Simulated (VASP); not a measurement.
# BAs (F-43m) in VASP: a series of runs, part 3 of 3

VASP 6.6.1. Earlier steps stand in the parts before.

## Step 4: Electric field gradients, LDA

INCAR reads:

```
PREC = Accurate
ENCUT = 520
EDIFF = 1E-8
ISMEAR = -1
SIGMA = 0.01
LREAL = False
LASPH = True
NELM = 100
ALGO = Normal
ISIF = 2
LWAVE = False
LCHARG = False
LEFG = True
NBANDS = 11
```

KPOINTS reads:

```
Automatic mesh
0
Gamma
  8 8 8
```

POSCAR reads:

```
BAs
1.0
    0.0000000000      2.4096270000      2.4096270000
    2.4096270000      0.0000000000      2.4096270000
    2.4096270000      2.4096270000      0.0000000000
B As
1 1
Direct
    0.7500000000      0.7500000000      0.7500000000
    0.0000000000      0.0000000000      0.0000000000
```

Potentials or basis: VASP PAW LDA potentials, release 64 (B, As).

On the command line:

```sh
> cat potpaw_LDA.64/B/POTCAR potpaw_LDA.64/As/POTCAR > POTCAR
> mpirun -np 1 vasp_std > vasp.out
```

OUTCAR:

```text
PREC = Accurate
   ENCUT = 520
   EDIFF = 1E-8
   ISMEAR = -1
   LREAL = False
   LASPH = True
   NELM = 100
   ISIF = 2

 ion  position               nearest neighbor table
   1  0.750  0.750  0.750-   2 2.09   2 2.09   2 2.09   2 2.09
   2  0.000  0.000  0.000-   1 2.09   1 2.09   1 2.09   1 2.09

  LATTYP: Found a face centered cubic cell.
 ALAT       =     4.8192540000

  Lattice vectors:

 A1 = (   0.0000000000,   2.4096270000,   2.4096270000)
 A2 = (   2.4096270000,   0.0000000000,   2.4096270000)
 A3 = (   2.4096270000,   2.4096270000,   0.0000000000)

Analysis of symmetry for initial positions (statically):
=====================================================================
 Subroutine PRICEL returns:
 Original cell was already a primitive cell.

 Routine SETGRP: Setting up the symmetry group for a
 face centered cubic supercell.

 Subroutine GETGRP returns: Found 24 space group operations
 (whereof 24 operations were pure point group operations)
 out of a pool of 48 trial point group operations.

The static configuration has the point symmetry T_d .

Analysis of symmetry for dynamics (positions and initial velocities):
=====================================================================
 Subroutine PRICEL returns:
 Original cell was already a primitive cell.

 Routine SETGRP: Setting up the symmetry group for a
 face centered cubic supercell.

 Subroutine GETGRP returns: Found 24 space group operations
 (whereof 24 operations were pure point group operations)
 out of a pool of 48 trial point group operations.

The dynamic configuration has the point symmetry T_d .

 Subroutine INISYM returns: Found 24 space group operations
 (whereof 24 operations are pure point group operations),
 and found     1 'primitive' translations

----------------------------------------------------------------------------------------

                                     Primitive cell

  volume of cell :      27.9820

  direct lattice vectors                    reciprocal lattice vectors
     0.000000000  2.409627000  2.409627000    -0.207500995  0.207500995  0.207500995
     2.409627000  0.000000000  2.409627000     0.207500995 -0.207500995  0.207500995
     2.409627000  2.409627000  0.000000000     0.207500995  0.207500995 -0.207500995

  length of vectors
     3.407727184  3.407727184  3.407727184     0.359402266  0.359402266  0.359402266

  position of ions in fractional coordinates (direct lattice)
     0.750000000  0.750000000  0.750000000
     0.000000000  0.000000000  0.000000000

  ion indices of the primitive-cell ions
   primitive index   ion index
                 1           1
                 2           2

----------------------------------------------------------------------------------------

 KPOINTS: Automatic mesh

Automatic generation of k-mesh.
 Grid dimensions read from file:
 generate k-points for:    8    8    8

 Generating k-lattice:
[... 71 lines left out ...]
   TEBEG  =    0.0;   TEEND  =   0.0 temperature during run
   PSTRESS=    0.0 pullay stress
   NELECT =       8.0000    total number of electrons
   NUPDOWN=      -1.0000    fix difference up-down
   EMIN   =  10.00;   EMAX   =-10.00  energy-range for DOS
   EFERMI =   0.00;   METHOD = LEGACY
   ISMEAR =    -1;   SIGMA  =   0.01  broadening in eV -4-tet -1-fermi 0-gaus
   EFERMI_NEDOS =   21; number of points for ismear=-14 and -15
   IALGO  =     38    algorithm
   IMIX   =      4    mixing-type and parameters
     AMIX     =   0.40;   BMIX     =  1.00
     AMIX_MAG =   1.60;   BMIX_MAG =  1.00
  volume/ion in A,a.u.               =      13.99        94.42
  Fermi-wavevector in a.u.,A,eV,Ry     =   1.078479  2.038030 15.825165  1.163117
  Thomas-Fermi vector in A             =   2.214419
   LORBIT       =      0    0 simple, 1 ext, 2 COOP (PROOUT), +10 PAW based schemes
   GGA     = CA    functional components
   LHFCALC =     F    Hartree Fock is set to
   AEXX    =    0.0000 exact exchange contribution
   IVDW    =     0    specifies the selected vdW correction
   LEPSILON=     F    determine dielectric tensor
   LRPA    =     F    only Hartree local field effects (RPA)
 non-spin polarized calculation
  energy-cutoff  :      520.00
  volume of cell :       27.98
 maximum number of plane-waves:       769
 NGX is ok and might be reduce to    28
   NGX = 13   NGY = 13   NGZ = 13

 number of electron       8.0000000 magnetization

 Free energy of the ion-electron system (eV)
  ---------------------------------------------------
  ext. energy  EPLUGINS =         0.00000000
  ---------------------------------------------------
  free energy    TOTEN  =       -12.89695437 eV

  energy without entropy =      -12.89695437  energy(sigma->0) =      -12.89695437

 E-fermi :   6.1138     XC(G=0): -10.6741

 val. band max:        5.8630371595   @ k =   0.0000   0.0000   0.0000
 cond. band min:       7.0210685250   @ k =   0.3750   0.3750   0.0000
 fundamental gap:      1.1580313656
 Fermi energy:         6.1137834230

 k-point     1 :       0.0000    0.0000    0.0000
  band No.  band energies     occupation
      1      -9.2775      2.00000
      2       5.8630      2.00000
      3       5.8630      2.00000
      4       5.8630      2.00000
      5       9.0785      0.00000
      6       9.0785      0.00000
      7       9.0785      0.00000
      8      10.2213      0.00000
      9      15.0885      0.00000
     10      18.7862      0.00000
     11      18.7862      0.00000
[... 309 lines left out ...]
 k-point    24 :      -0.3750    0.2500    0.1250
  band No.  band energies     occupation
      1      -5.9688      2.00000
      2      -2.2101      2.00000
      3       1.4113      2.00000
      4       2.8755      2.00000
      5       9.7229      0.00000
      6      10.5140      0.00000
      7      13.1111      0.00000
      8      14.6377      0.00000
      9      15.9929      0.00000
     10      19.7916      0.00000
     11      20.7591      0.00000

 [... further k-points ...]
[... 5 lines left out ...]
  --------------------------------------------------------------------------------------
  -------------------------------------------------------------------------------------
  Total       -1.1273149     -1.1273149     -1.1273149      0.0000000     -0.0000000      0.0000000
  in kB      -64.5470441    -64.5470441    -64.5470441      0.0000000     -0.0000000      0.0000000
  external PRESSURE =     -64.5470441 kB  Pullay stress =       0.0000000 kB

 VOLUME and BASIS-vectors are now :
 -----------------------------------------------------------------------------
  energy-cutoff  :      520.00
  volume of cell :       27.98
      direct lattice vectors                 reciprocal lattice vectors
     0.000000000  2.409627000  2.409627000    -0.207500995  0.207500995  0.207500995
     2.409627000  0.000000000  2.409627000     0.207500995 -0.207500995  0.207500995
     2.409627000  2.409627000  0.000000000     0.207500995  0.207500995 -0.207500995

 POSITION                                       TOTAL-FORCE (eV/Angst)
 -----------------------------------------------------------------------------------
      3.61444      3.61444      3.61444         0.000000      0.000000      0.000000
      0.00000      0.00000      0.00000        -0.000000     -0.000000     -0.000000
 -----------------------------------------------------------------------------------
    total drift:                               -0.000000     -0.000000     -0.000000

  FREE ENERGIE OF THE ION-ELECTRON SYSTEM (eV)
  ---------------------------------------------------
  free  energy   TOTEN  =       -12.8969543658 eV

  energy  without entropy=      -12.8969543658  energy(sigma->0) =      -12.89695437

 Electric field gradients (V/A^2)
---------------------------------------------------------------------
 ion       V_xx      V_yy      V_zz      V_xy      V_xz      V_yz
---------------------------------------------------------------------
   1      -0.000    -0.000    -0.000    -0.000    -0.000    -0.000
   2       0.000     0.000    -0.000     0.000     0.000     0.000
---------------------------------------------------------------------

 Electric field gradients after diagonalization (V/A^2)
 (convention: |V_zz| > |V_xx| > |V_yy|)
----------------------------------------------------------------------
 ion       V_xx      V_yy      V_zz     asymmetry (V_yy - V_xx)/ V_zz
----------------------------------------------------------------------
   1       0.000     0.000    -0.000       0.000
   2      -0.000    -0.000     0.000       0.000
----------------------------------------------------------------------

           NMR quadrupolar parameters

 Cq : quadrupolar parameter    Cq=e*Q*V_zz/h
 eta: asymmetry parameters     (V_yy - V_xx)/ V_zz
 Q  : nuclear electric quadrupole moment in mb (millibarn)
----------------------------------------------------------------------
 ion       Cq(MHz)       eta       Q (mb)
----------------------------------------------------------------------
   1      -0.000       0.000       1.000
   2       0.000       0.000       1.000
----------------------------------------------------------------------
```

stdout:

```text
POSCAR found type information on POSCAR B As
 POSCAR found :  2 types and       2 ions
 scaLAPACK will be used
 LDA part: xc-table for (Slater(with rela. corr.)+CA(PZ))
 , standard interpolation
 POSCAR, INCAR and KPOINTS ok, starting setup
 FFT: planning ... GRIDC
 FFT: planning ... GRID_SOFT
 FFT: planning ... GRID
 WAVECAR not read
 entering main loop
ion   1

ion   2
```

Wall time 13 s (1 thread of AMD EPYC 7R43 (Zen 3), shared host); peak memory 0.11 GiB.

What came out:

| Item | Value |
| --- | --- |
| Free energy | -12.8970 eV |
| Pressure | -6.5 GPa |
| Band gap on the k mesh | 1.16 eV, indirect (least direct gap 3.22 eV) |

Levels at points of the mesh, in eV from the valence-band top:
| k point | band 1 | band 2 | band 3 | band 4 | band 5 | band 6 | band 7 | band 8 | band 9 |
| --- | --- | --- | --- | --- | --- | --- | --- | --- | --- |
| (0.00, 0.00, 0.00) | -15.14 | 0.00 | 0.00 | 0.00 | 3.22 | 3.22 | 3.22 | 4.36 | 9.23 |
| (0.50, 0.00, 0.00) | -12.38 | -8.57 | -1.77 | -1.77 | 2.54 | 4.72 | 4.72 | 8.63 | 12.28 |
| (0.50, 0.50, 0.00) | -11.14 | -8.28 | -3.97 | -3.97 | 1.36 | 1.44 | 10.98 | 10.98 | 12.41 |

Caveat: without QUAD_EFG the Cq values of the log hold for a quadrupole moment of 1 mb, not for the nuclei.

## Step 5: Summary

```csv
k mesh,gap on the mesh (eV),pressure (GPa)
3 × 3 × 3,1.18,-4.4
6 × 6 × 6,1.24,-6.4
8 × 8 × 8,1.16,-6.5
```

Alike in all rows: task electric field gradients; level LDA; potentials or basis VASP PAW LDA potentials, release 64 (B, As); no spin polarisation; cell as given; cutoff (eV) 520; smearing fermi-dirac 0.01 eV.

Caveats: some runs use coarse meshes.

Absolute energies hang on the potentials; compare differences alone.
